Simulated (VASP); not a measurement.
# Ti (Fd-3m) in VASP: further runs, part 2 of 2

VASP 6.6.1. Earlier steps stand in the parts before.

## Step 5: Relaxation of cell and atoms, PBE

This run uses another cell than the first one, of 23.84 Å³/atom, 1.030 times its volume.

INCAR reads:

```
SYSTEM = Ti
  ALGO = Normal
  EDIFF = 1E-6
  EDIFFG = -0.01
  ENCUT = 600
  GGA = PE
  IBRION = 2
  ISIF = 3
  ISMEAR = -1
  LASPH = .True.
  LCHARG = .False.
  LREAL = .False.
  LWAVE = .False.
  NELM = 80
  NSW = 80
  PREC = Accurate
  SIGMA = 0.1
```

KPOINTS reads:

```
k-points
0
Gamma
  10 10 10
  0 0 0
```

POSCAR reads:

```
Ti
1.0
    0.0000000000      2.8780170575      2.8780170575
    2.8780170575      0.0000000000      2.8780170575
    2.8780170575      2.8780170575      0.0000000000
Ti
2
Direct
    0.1250000000      0.1250000000      0.1250000000
    0.8750000000      0.8750000000      0.8750000000
```

Potentials or basis: VASP PAW PBE potentials, release 64 (Ti_sv).

Command:

```
$ cat potpaw_PBE.64/Ti_sv/POTCAR > POTCAR
$ mpirun -np 1 vasp_std > vasp.out
```

OUTCAR:

```text
SYSTEM = Ti
   EDIFF = 1E-6
   EDIFFG = -0.01
   ENCUT = 600
   GGA = PE
   IBRION = 2
   ISIF = 3
   ISMEAR = -1
   LASPH = .True.
   LREAL = .False.
   NELM = 80
   NSW = 80
   PREC = Accurate

 ion  position               nearest neighbor table
   1  0.125  0.125  0.125-   2 2.49   2 2.49   2 2.49   2 2.49
   2  0.875  0.875  0.875-   1 2.49   1 2.49   1 2.49   1 2.49

  LATTYP: Found a face centered cubic cell.
 ALAT       =     5.7560341150

  Lattice vectors:

 A1 = (   0.0000000000,   2.8780170575,   2.8780170575)
 A2 = (   2.8780170575,   0.0000000000,   2.8780170575)
 A3 = (   2.8780170575,   2.8780170575,   0.0000000000)

Analysis of symmetry for initial positions (statically):
=====================================================================
 Subroutine PRICEL returns:
 Original cell was already a primitive cell.

 Routine SETGRP: Setting up the symmetry group for a
 face centered cubic supercell.

 Subroutine GETGRP returns: Found 48 space group operations
 (whereof 12 operations were pure point group operations)
[... 174 lines left out ...]
  -------------------------------------------------------------------------------------
  Total       -0.2385057     -0.2385057     -0.2385057     -0.0000000      0.0000000      0.0000000
  in kB       -8.0149207     -8.0149207     -8.0149207     -0.0000000      0.0000000      0.0000000
  external PRESSURE =      -8.0149207 kB  Pullay stress =       0.0000000 kB
[... 95 lines left out ...]
--------------------------------------- Ionic step        4  -------------------------------------------

 number of electron      23.9999998 magnetization

 Free energy of the ion-electron system (eV)
  ---------------------------------------------------
  ext. energy  EPLUGINS =         0.00000000
  ---------------------------------------------------
  free energy    TOTEN  =       -11.08177098 eV

  energy without entropy =      -10.86730493  energy(sigma->0) =      -10.97453796

 E-fermi :   5.2424     XC(G=0):  -9.8932

 val. band max:        5.2405662310   @ k =  -0.4000   0.5000   0.1000
 cond. band min:       5.2445744360   @ k =  -0.3000   0.4000   0.2000
 fundamental gap:      0.0040082050
 Fermi energy:         5.2423573591

 k-point     1 :       0.0000    0.0000    0.0000
  band No.  band energies     occupation
      1     -51.4774      2.00000
      2     -51.0020      2.00000
      3     -27.9231      2.00000
      4     -27.9231      2.00000
      5     -27.9231      2.00000
      6     -27.2199      2.00000
[... 433 lines left out ...]
      3     -28.0698      2.00000
      4     -28.0624      2.00000
      5     -27.7413      2.00000
      6     -27.4163      2.00000
[... 8 lines left out ...]
     15       6.0586      0.00057
     16       7.6360      0.00000

 [... further k-points ...]

------------------------ aborting loop because EDIFF is reached ----------------------------------------

  FORCE on cell =-STRESS in cart. coord.  units (eV):
  Direction    XX          YY          ZZ          XY          YZ          ZX
  --------------------------------------------------------------------------------------
  -------------------------------------------------------------------------------------
  Total        0.0001944      0.0001944      0.0001944      0.0000000      0.0000000      0.0000000
  in kB        0.0067107      0.0067107      0.0067107      0.0000000      0.0000000      0.0000000
  external PRESSURE =       0.0067107 kB  Pullay stress =       0.0000000 kB
[... 17 lines left out ...]
  FREE ENERGIE OF THE ION-ELECTRON SYSTEM (eV)
  ---------------------------------------------------
  free  energy   TOTEN  =       -11.0817709803 eV

  energy  without entropy=      -10.8673049343  energy(sigma->0) =      -10.97453796

 reached required accuracy - stopping structural energy minimisation
```

CONTCAR:

```text
Ti
   1.00000000000000
    -0.0000000000000000    2.8521979427300117    2.8521979427300117
     2.8521979427300117    0.0000000000000000    2.8521979427300117
     2.8521979427300117    2.8521979427300117   -0.0000000000000000
  Ti
     2
Direct
     0.1250000000000000    0.1250000000000000    0.1250000000000000
     0.8750000000000000    0.8750000000000000    0.8750000000000000

  0.00000000E+00  0.00000000E+00  0.00000000E+00
  0.00000000E+00  0.00000000E+00  0.00000000E+00
```

It took 2.8 min on 1 thread of AMD EPYC 9R14 (Zen 4), shared host; peak memory 0.19 GiB.

What came out:

```
Free energy                            : -11.0818 eV
Relaxed volume                         : 23.20 Å³/atom
Relaxed cell                           : a = 4.034 Å, b = 4.034 Å, c = 4.034 Å, α = 60.00°, β = 60.00°, γ = 60.00°
Space group after relaxing (to 0.05 Å) : Fd-3m (No. 227)
Energy gained by relaxing              : 1.6 meV/atom
Ionic steps                            : 4
Pressure after relaxing                : 0.0 GPa
Band gap on the k mesh                 : zero (band 12 reaches 5.29 eV, above the bottom of band 13 at 5.11 eV)
```

The path:
```tsv
step	energy change (eV)	largest force (eV/Å)	pressure (GPa)	volume (Å³)
1	0.0000	0.0000	-0.80	47.68
2	-0.0029	0.0000	-0.28	46.86
3	-0.0032	0.0000	-0.07	46.52
4	-0.0033	0.0000	0.00	46.41
```

Final structure:
```cif
data_structure
_symmetry_space_group_name_H-M 'P 1'
_symmetry_Int_Tables_number 1
_cell_length_a 4.0336
_cell_length_b 4.0336
_cell_length_c 4.0336
_cell_angle_alpha 60.000
_cell_angle_beta 60.000
_cell_angle_gamma 60.000
_cell_volume 46.41
loop_
_atom_site_label
_atom_site_type_symbol
_atom_site_fract_x
_atom_site_fract_y
_atom_site_fract_z
_atom_site_occupancy
Ti1 Ti 0.12500 0.12500 0.12500 1
Ti2 Ti 0.87500 0.87500 0.87500 1
```

## Step 6: Single point, PBE (volume scaled by 0.96)

INCAR reads:

```
SYSTEM = Ti
PREC     = Accurate       ! precision mode
ENCUT    = 520            ! plane-wave cutoff, eV
EDIFF    = 1E-6           ! SCF threshold, eV
ISMEAR   = -1             ! smearing method
SIGMA    = 0.1            ! smearing width, eV
LREAL    = .FALSE.        ! projectors in reciprocal space
LASPH    = .TRUE.         ! aspherical terms in the spheres
NELM     = 100            ! most SCF steps
ALGO     = Normal         ! electronic algorithm
ISIF     = 2              ! what is computed and relaxed
LWAVE    = .FALSE.        ! write WAVECAR
LCHARG   = .FALSE.        ! write CHGCAR
GGA      = PE             ! functional
NBANDS   = 19             ! bands
```

KPOINTS reads:

```
Automatic mesh
0
G
  16 16 16
  0 0 0
```

POSCAR reads:

```
Ti
1.0
    0.0000000000      2.8113351158      2.8113351158
    2.8113351158      0.0000000000      2.8113351158
    2.8113351158      2.8113351158      0.0000000000
Ti
2
Direct
    0.1250000000      0.1250000000      0.1250000000
    0.8750000000      0.8750000000      0.8750000000
```

Potentials or basis: VASP PAW PBE potentials, release 64 (Ti_sv).

Command:

```
$ cat potpaw_PBE.64/Ti_sv/POTCAR > POTCAR
$ mpirun -np 1 vasp_std > vasp.out
```

OUTCAR:

```text
SYSTEM = Ti
   PREC = Accurate
   ENCUT = 520
   EDIFF = 1E-6
   ISMEAR = -1
   LREAL = .FALSE.
   LASPH = .TRUE.
   NELM = 100
   ISIF = 2
   GGA = PE

 ion  position               nearest neighbor table
   1  0.125  0.125  0.125-   2 2.43   2 2.43   2 2.43   2 2.43
   2  0.875  0.875  0.875-   1 2.43   1 2.43   1 2.43   1 2.43

  LATTYP: Found a face centered cubic cell.
 ALAT       =     5.6226702316

  Lattice vectors:

[... 716 lines left out ...]

------------------------ aborting loop because EDIFF is reached ----------------------------------------

  FORCE on cell =-STRESS in cart. coord.  units (eV):
  Direction    XX          YY          ZZ          XY          YZ          ZX
  --------------------------------------------------------------------------------------
  -------------------------------------------------------------------------------------
  Total        0.4157207      0.4157207      0.4157207     -0.0000000      0.0000000      0.0000000
  in kB       14.9880258     14.9880258     14.9880258     -0.0000000      0.0000000      0.0000000
  external PRESSURE =      14.9880258 kB  Pullay stress =       0.0000000 kB

 VOLUME and BASIS-vectors are now :
 -----------------------------------------------------------------------------
  energy-cutoff  :      520.00
  volume of cell :       44.44
      direct lattice vectors                 reciprocal lattice vectors
     0.000000000  2.811335116  2.811335116    -0.177851440  0.177851440  0.177851440
     2.811335116  0.000000000  2.811335116     0.177851440 -0.177851440  0.177851440
     2.811335116  2.811335116  0.000000000     0.177851440  0.177851440 -0.177851440

 POSITION                                       TOTAL-FORCE (eV/Angst)
 -----------------------------------------------------------------------------------
      0.70283      0.70283      0.70283         0.000000     -0.000000     -0.000000
      4.91984      4.91984      4.91984        -0.000000      0.000000      0.000000
 -----------------------------------------------------------------------------------
    total drift:                               -0.000000      0.000000      0.000000

  FREE ENERGIE OF THE ION-ELECTRON SYSTEM (eV)
  ---------------------------------------------------
  free  energy   TOTEN  =       -11.0718518102 eV

  energy  without entropy=      -10.8687861170  energy(sigma->0) =      -10.97031896
```

stdout:

```text
POSCAR found type information on POSCAR Ti
 POSCAR found :  1 types and       2 ions
 scaLAPACK will be used
 LDA part: xc-table for (Slater+PW92), standard interpolation
 POSCAR, INCAR and KPOINTS ok, starting setup
 FFT: planning ... GRIDC
 FFT: planning ... GRID_SOFT
 FFT: planning ... GRID
 WAVECAR not read
 entering main loop
```

Run time: 1.8 min. Hardware: 1 thread of AMD EPYC 9R14 (Zen 4), shared host; peak memory 0.2 GiB.

What came out:

* Free energy: -11.0719 eV
* Pressure: 1.5 GPa
* Band gap on the k mesh: zero (band 12 reaches 5.67 eV, above the bottom of band 13 at 5.47 eV)

Caveat: the cell differs from its parent crystal (volume scaled by 0.96).

## Step 7: Summary

```csv
task,cell,k mesh,cutoff (eV),gap on the mesh (eV),pressure (GPa)
single point,"a = 4.030 Å, angles 60.0°, 2 atoms",10 × 10 × 10,520,none,0.1
single point,"a = 3.862 Å, angles 60.0°, 2 atoms",16 × 16 × 16,520,none,5.1
single point,"a = 3.920 Å, angles 60.0°, 2 atoms",16 × 16 × 16,520,none,3.2
relaxation of cell and atoms,"relaxed from a = 4.070 Å, angles 60.0°, 2 atoms",10 × 10 × 10,600,none,0.0
single point,"a = 3.976 Å, angles 60.0°, 2 atoms",16 × 16 × 16,520,none,1.5
```

Alike in all rows: level PBE; potentials or basis VASP PAW PBE potentials, release 64 (Ti_sv); no spin polarisation; smearing fermi-dirac 0.1 eV.

Total energies depend on the potentials used, so only differences within one code and one set of settings carry meaning.
